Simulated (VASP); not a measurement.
# WSe2 in VASP: single point with PBE

Aim: the single point of WSe2 with PBE.

All numbers are computed with VASP 6.6.1; they aren't measurements. Logs are shortened: lines on timing, memory, paths and dates and some standing lists are left out, and cuts for length are marked.

### Step 1. The cell of the first run

The cell holds a slab with vacuum, 12 atoms: a = 3.321 Å, b = 3.321 Å, c = 38.770 Å, α = 90.00°, β = 90.00°, γ = 120.00°.

### Step 2. Single point, PBE

INCAR reads:

```
ALGO     = Normal         # electronic algorithm
EDIFF    = 1E-7           # SCF threshold, eV
ENCUT    = 520            # plane-wave cutoff, eV
GGA      = PE             # functional
ISIF     = 2              # what is computed and relaxed
ISMEAR   = 0              # smearing method
KPAR     = 4            
LASPH    = True           # aspherical terms in the spheres
LCHARG   = False          # write CHGCAR
LREAL    = False          # projectors in reciprocal space
LWAVE    = False          # write WAVECAR
NBANDS   = 64             # bands
NELM     = 60             # most SCF steps
PREC     = Accurate       # precision mode
SIGMA    = 0.05           # smearing width, eV
```

KPOINTS reads:

```
k-points
0
Gamma
  12 12 1
```

POSCAR reads:

```
WSe2
1.0
    3.3206779314      0.0000000000      0.0000000000
   -1.6603389657      2.8757914463      0.0000000000
    0.0000000000      0.0000000000     38.7701078913
W Se
4 8
Direct
    0.6666666667      0.3333333333      0.9017078408
    0.6666666667      0.3333333333      0.2946354236
    0.3333333333      0.6666666667      0.7053645764
    0.3333333333      0.6666666667      0.0982921592
    0.3202511239      0.6601255619      0.9441463242
    0.3202511239      0.6601255619      0.3370690188
    0.6535844572      0.3267922286      0.7478037567
    0.6535844572      0.3267922286      0.1407307034
    0.3202511239      0.6601255619      0.8575703910
    0.3202511239      0.6601255619      0.2504973377
    0.6535844572      0.3267922286      0.6612320756
    0.6535844572      0.3267922286      0.0541547702
```

Potentials or basis: VASP PAW PBE potentials, release 64 (W_sv, Se).

Run with:

```console
$ cat potpaw_PBE.64/W_sv/POTCAR potpaw_PBE.64/Se/POTCAR > POTCAR
$ mpirun -np 4 vasp_std > vasp.out
```

OUTCAR:

```text
EDIFF = 1E-7
   ENCUT = 520
   GGA = PE
   ISIF = 2
   ISMEAR = 0
   LASPH = True
   LREAL = False
   NELM = 60
   PREC = Accurate

 ion  position               nearest neighbor table
   1  0.667  0.333  0.902-   5 2.50   5 2.54   5 2.54   9 2.54   9 2.58   9 2.58
   2  0.667  0.333  0.295-   6 2.50   6 2.54   6 2.54  10 2.54  10 2.58  10 2.58
   3  0.333  0.667  0.705-   7 2.51   7 2.51   7 2.56  11 2.56  11 2.56  11 2.60
   4  0.333  0.667  0.098-   8 2.51   8 2.51   8 2.56  12 2.56  12 2.56  12 2.60
   5  0.320  0.660  0.944-   1 2.50   1 2.54   1 2.54
   6  0.320  0.660  0.337-   2 2.50   2 2.54   2 2.54
   7  0.654  0.327  0.748-   3 2.51   3 2.51   3 2.56
   8  0.654  0.327  0.141-   4 2.51   4 2.51   4 2.56
   9  0.320  0.660  0.858-   1 2.54   1 2.58   1 2.58
  10  0.320  0.660  0.250-   2 2.54   2 2.58   2 2.58
  11  0.654  0.327  0.661-   3 2.56   3 2.56   3 2.60
  12  0.654  0.327  0.054-   4 2.56   4 2.56   4 2.60

  LATTYP: Found a hexagonal cell.
 ALAT       =     3.3206779314
 C/A-ratio  =    11.6753592767

  Lattice vectors:

 A1 = (   3.3206779314,   0.0000000000,   0.0000000000)
 A2 = (  -1.6603389657,   2.8757914463,   0.0000000000)
 A3 = (   0.0000000000,   0.0000000000,  38.7701078913)

Analysis of symmetry for initial positions (statically):
=====================================================================
 Subroutine PRICEL returns:
 Original cell was already a primitive cell.

 Routine SETGRP: Setting up the symmetry group for a
 hexagonal supercell.

 Subroutine GETGRP returns: Found  2 space group operations
 (whereof  2 operations were pure point group operations)
 out of a pool of 24 trial point group operations.

The static configuration has the point symmetry C_1h.

Analysis of symmetry for dynamics (positions and initial velocities):
=====================================================================
 Subroutine PRICEL returns:
 Original cell was already a primitive cell.

 Routine SETGRP: Setting up the symmetry group for a
 hexagonal supercell.

 Subroutine GETGRP returns: Found  2 space group operations
 (whereof  2 operations were pure point group operations)
 out of a pool of 24 trial point group operations.

The dynamic configuration has the point symmetry C_1h.

 Subroutine INISYM returns: Found  2 space group operations
 (whereof  2 operations are pure point group operations),
 and found     1 'primitive' translations

----------------------------------------------------------------------------------------

                                     Primitive cell

  volume of cell :     370.2381

  direct lattice vectors                    reciprocal lattice vectors
     3.320677931  0.000000000  0.000000000     0.301143327  0.173865181  0.000000000
    -1.660338966  2.875791446  0.000000000     0.000000000  0.347730362  0.000000000
     0.000000000  0.000000000 38.770107891     0.000000000  0.000000000  0.025793067

  length of vectors
     3.320677931  3.320677931 38.770107891     0.347730362  0.347730362  0.025793067

  position of ions in fractional coordinates (direct lattice)
     0.666666667  0.333333333  0.901707841
     0.666666667  0.333333333  0.294635424
     0.333333333  0.666666667  0.705364576
     0.333333333  0.666666667  0.098292159
     0.320251124  0.660125562  0.944146324
     0.320251124  0.660125562  0.337069019
     0.653584457  0.326792229  0.747803757
     0.653584457  0.326792229  0.140730703
     0.320251124  0.660125562  0.857570391
     0.320251124  0.660125562  0.250497338
     0.653584457  0.326792229  0.661232076
     0.653584457  0.326792229  0.054154770

  ion indices of the primitive-cell ions
   primitive index   ion index
                 1           1
                 2           2
                 3           3
                 4           4
                 5           5
                 6           6
                 7           7
                 8           8
                 9           9
                10          10
                11          11
                12          12

----------------------------------------------------------------------------------------

 KPOINTS: k-points

Automatic generation of k-mesh.
 Grid dimensions read from file:
 generate k-points for:   12   12    1

 Generating k-lattice:

  Cartesian coordinates                     Fractional coordinates (reciprocal lattice)
     0.025095277  0.014488765  0.000000000     0.083333333  0.000000000  0.000000000
     0.000000000  0.028977530  0.000000000     0.000000000  0.083333333  0.000000000
     0.000000000  0.000000000  0.025793067     0.000000000  0.000000000  1.000000000

  Length of vectors
     0.028977530  0.028977530  0.025793067

  Shift w.r.t. Gamma in fractional coordinates (k-lattice)
     0.000000000  0.000000000  0.000000000

 Subroutine IBZKPT returns following result:
 ===========================================

 Found     43 irreducible k-points:

 Following reciprocal coordinates:
            Coordinates               Weight
  0.000000  0.000000  0.000000      1.000000
  0.083333  0.000000  0.000000      2.000000
  0.000000  0.083333  0.000000      4.000000
  0.166667  0.000000  0.000000      2.000000
  0.000000  0.166667  0.000000      4.000000
  0.250000  0.000000  0.000000      2.000000
[... 16 lines left out ...]
 -0.083333  0.416667  0.000000      4.000000
 -0.416667  0.333333  0.000000      4.000000
 [... further k-points ...]
   k-points           NKPTS =     43   k-points in BZ     NKDIM =     43   number of bands    NBANDS=     64
   number of dos      NEDOS =    301   number of ions     NIONS =     12
   total plane-waves  NPLWV = 225792
   dimension x,y,z NGX =    28 NGY =   28 NGZ =  288
   dimension x,y,z NGXF=    56 NGYF=   56 NGZF=  576
   ions per type =               4   8
   NGX,Y,Z   is equivalent  to a cutoff of  14.02, 14.02, 12.35 a.u.
   NGXF,Y,Z  is equivalent  to a cutoff of  28.04, 28.04, 24.70 a.u.
 SYSTEM =  unknown system
   PREC   = accura    normal or accurate (medium, high low for compatibility)
   ISTART =      0    job   : 0-new  1-cont  2-samecut
   ICHARG =      2    charge: 1-file 2-atom 10-const
   ISPIN  =      1    spin polarized calculation?
   LNONCOLLINEAR =      F non collinear calculations
   LSORBIT =      F    spin-orbit coupling
   LASPH  =      T    aspherical Exc in radial PAW
   ENCUT  =  520.0 eV  38.22 Ry    6.18 a.u.   6.17  6.17 72.09*2*pi/ulx,y,z
   NELM   =     60;   NELMIN=  2; NELMDL= -5     # of ELM steps
   EDIFF  = 0.1E-06   stopping-criterion for ELM
   LREAL  =      F    real-space projection
   EDIFFG = 0.1E-05   stopping-criterion for IOM
   NSW    =      0    number of steps for IOM
   IBRION =     -1    ionic relax: 0-MD 1-quasi-New 2-CG
   NFREE  =      0    steps in history (QN), initial steepest desc. (CG)
   ISIF   =      2    stress and relaxation
   ISYM   =      2    0-nonsym 1-usesym 2-fastsym
   POTIM  = 0.5000    time-step for ionic-motion
   TEBEG  =    0.0;   TEEND  =   0.0 temperature during run
   PSTRESS=    0.0 pullay stress
   NELECT =     104.0000    total number of electrons
   NUPDOWN=      -1.0000    fix difference up-down
   EMIN   =  10.00;   EMAX   =-10.00  energy-range for DOS
   EFERMI =   0.00;   METHOD = LEGACY
   ISMEAR =     0;   SIGMA  =   0.05  broadening in eV -4-tet -1-fermi 0-gaus
   EFERMI_NEDOS =   21; number of points for ismear=-14 and -15
   IALGO  =     38    algorithm
   IMIX   =      4    mixing-type and parameters
     AMIX     =   0.40;   BMIX     =  1.00
     AMIX_MAG =   1.60;   BMIX_MAG =  1.00
  volume/ion in A,a.u.               =      30.85       208.21
  Fermi-wavevector in a.u.,A,eV,Ry     =   1.072158  2.026085 15.640214  1.149523
  Thomas-Fermi vector in A             =   2.207920
   LORBIT       =      0    0 simple, 1 ext, 2 COOP (PROOUT), +10 PAW based schemes
   GGA     = PE    functional components
   LHFCALC =     F    Hartree Fock is set to
   AEXX    =    0.0000 exact exchange contribution
   IVDW    =     0    specifies the selected vdW correction
   LEPSILON=     F    determine dielectric tensor
   LRPA    =     F    only Hartree local field effects (RPA)
 non-spin polarized calculation
 Gauss-broadening in eV      SIGMA  =   0.05
  energy-cutoff  :      520.00
  volume of cell :      370.24
 maximum number of plane-waves:     10020
 NGX is ok and might be reduce to    28
   NGX = 13   NGY = 13   NGZ =145

 number of electron     104.0000000 magnetization

 Free energy of the ion-electron system (eV)
  ---------------------------------------------------
  ext. energy  EPLUGINS =         0.00000000
  ---------------------------------------------------
  free energy    TOTEN  =       -86.39731853 eV

  energy without entropy =      -86.39731853  energy(sigma->0) =      -86.39731853

 E-fermi :   2.5808     XC(G=0):  -7.6667

 val. band max:        2.2131409745   @ k =   0.3333   0.3333   0.0000
 cond. band min:       3.6697310895   @ k =   0.3333   0.3333   0.0000
 fundamental gap:      1.4565901150
 Fermi energy:         2.5808102686

 k-point     1 :       0.0000    0.0000    0.0000
  band No.  band energies     occupation
      1     -71.9536      2.00000
      2     -71.9252      2.00000
      3     -71.8971      2.00000
      4     -71.8682      2.00000
      5     -36.1741      2.00000
      6     -36.1459      2.00000
[... 56 lines left out ...]
     63       5.3207      0.00000
     64       5.3454      0.00000

 k-point     2 :       0.0833    0.0000    0.0000
  band No.  band energies     occupation
      1     -71.9530      2.00000
      2     -71.9247      2.00000
      3     -71.8965      2.00000
      4     -71.8676      2.00000
      5     -36.1715      2.00000
      6     -36.1431      2.00000
[... 1530 lines left out ...]
     63       5.5456      0.00000
     64       5.6481      0.00000

 [... further k-points ...]

------------------------ aborting loop because EDIFF is reached ----------------------------------------

  FORCE on cell =-STRESS in cart. coord.  units (eV):
  Direction    XX          YY          ZZ          XY          YZ          ZX
  --------------------------------------------------------------------------------------
  -------------------------------------------------------------------------------------
  Total        0.5916529      0.5989118      0.8669532     -0.0062864      0.1186733      0.2055480
  in kB        2.5603330      2.5917452      3.7516738     -0.0272038      0.5135498      0.8894934
  external PRESSURE =       2.9679173 kB  Pullay stress =       0.0000000 kB

 VOLUME and BASIS-vectors are now :
 -----------------------------------------------------------------------------
  energy-cutoff  :      520.00
  volume of cell :      370.24
      direct lattice vectors                 reciprocal lattice vectors
     3.320677931  0.000000000  0.000000000     0.301143327  0.173865181  0.000000000
    -1.660338966  2.875791446  0.000000000     0.000000000  0.347730362  0.000000000
     0.000000000  0.000000000 38.770107891     0.000000000  0.000000000  0.025793067

 POSITION                                       TOTAL-FORCE (eV/Angst)
 -----------------------------------------------------------------------------------
      1.66034      0.95860     34.95931        -0.588548     -0.339798     -0.922213
      1.66034      0.95860     11.42305        -0.588984     -0.340050     -0.923095
     -0.00000      1.91719     27.34706        -0.576725     -0.332973     -0.922996
     -0.00000      1.91719      3.81080        -0.576339     -0.332749     -0.922287
     -0.03258      1.89838     36.60465         0.316119      0.182511      0.537783
     -0.03258      1.89838     13.06820         0.316462      0.182710      0.539169
      1.62776      0.93979     28.99243         0.308449      0.178083      0.537223
      1.62776      0.93979      5.45614         0.308391      0.178050      0.537294
     -0.03258      1.89838     33.24810         0.272415      0.157279      0.384477
     -0.03258      1.89838      9.71181         0.272502      0.157329      0.384690
      1.62776      0.93979     25.63604         0.268292      0.154898      0.385024
      1.62776      0.93979      2.09959         0.267964      0.154709      0.384933
 -----------------------------------------------------------------------------------
    total drift:                               -0.000001     -0.000001      0.000002

  FREE ENERGIE OF THE ION-ELECTRON SYSTEM (eV)
  ---------------------------------------------------
  free  energy   TOTEN  =       -86.3973185312 eV

  energy  without entropy=      -86.3973185312  energy(sigma->0) =      -86.39731853
```

Wall time 17 min (4 MPI ranks of Oxide Virtual Turin-like, shared host); peak memory 0.99 GiB.

What came out:

```yaml
Free_energy: -86.3973 eV
Largest_force: 1.147 eV/Å
Band_gap_on_the_k_mesh: 1.46 eV
```

Forces on the atoms (eV/Å):
```
W   -0.589 -0.340 -0.922
W   -0.589 -0.340 -0.923
W   -0.577 -0.333 -0.923
W   -0.576 -0.333 -0.922
Se   0.316  0.183  0.538
Se   0.316  0.183  0.539
Se   0.308  0.178  0.537
Se   0.308  0.178  0.537
Se   0.272  0.157  0.384
Se   0.273  0.157  0.385
Se   0.268  0.155  0.385
Se   0.268  0.155  0.385
```

Levels at points of the mesh, in eV from the valence-band top:
```
           k point  band 48  band 49  band 50  band 51  band 52  band 53  band 54  band 55  band 56  band 57
(0.00, 0.00, 0.00)    -1.08    -0.51    -0.38    -0.24    -0.14     2.61     2.64     2.67     2.70     2.84
(0.50, 0.00, 0.00)    -1.00    -0.99    -0.98    -0.95    -0.92     2.26     2.28     2.32     2.34     2.61
(0.00, 0.50, 0.00)    -1.07    -0.93    -0.89    -0.87    -0.83     2.24     2.29     2.30     2.35     2.61
```

Caveat: the cell differs from its parent crystal (all Se atoms moved +0.050 Å, as atom 5 towards its neighbour atom 1 (W) at 2.548 Å); there is no dipole correction, which matters where the two faces differ; spin-orbit coupling is left out, which moves the levels of the heavy elements.
